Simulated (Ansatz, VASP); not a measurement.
**One calculation of TaNbO, two programs**

```
Ta Nb O
1.0
    -2.61585    2.61585    1.94641
     2.61585   -2.61585    1.94641
     2.61585    2.61585   -1.94641
Ta Nb O
1 1 1
Cartesian
  0.0000 2.6158 0.9732
  0.0000 0.0000 1.9464
  2.6158 0.0000 0.9732
```

Alike in both runs: functional PBE; k mesh 6 × 6 × 6; occupations gaussian, width 0.1 eV; no spin polarisation.

Ansatz relaxed the structure, and its values are those at the end. VASP's run is a single point on that final structure, the one shown.

|  | VASP | Ansatz |
| --- | --- | --- |
| version | VASP 6.6.1 | Ansatz 0.2.0 |
| potentials or method | VASP PAW PBE potentials, release 64 (Ta_sv_GW, Nb_sv, O), cutoff 700 eV | scalar-relativistic, plane waves, PAW |
| valence electrons in the cell | 32 | 32 |

```csv
,VASP,Ansatz,Ansatz less VASP
gap on the k mesh at the Fermi level (eV),none,none,-
pressure (GPa),-0.1,0.0,+0.13
```

A gap of «none» marks a metal or a gap that the smearing closes. With one functional, cell and mesh, what is left measures potentials, basis and numerics.

Neither program's run includes spin-orbit coupling.
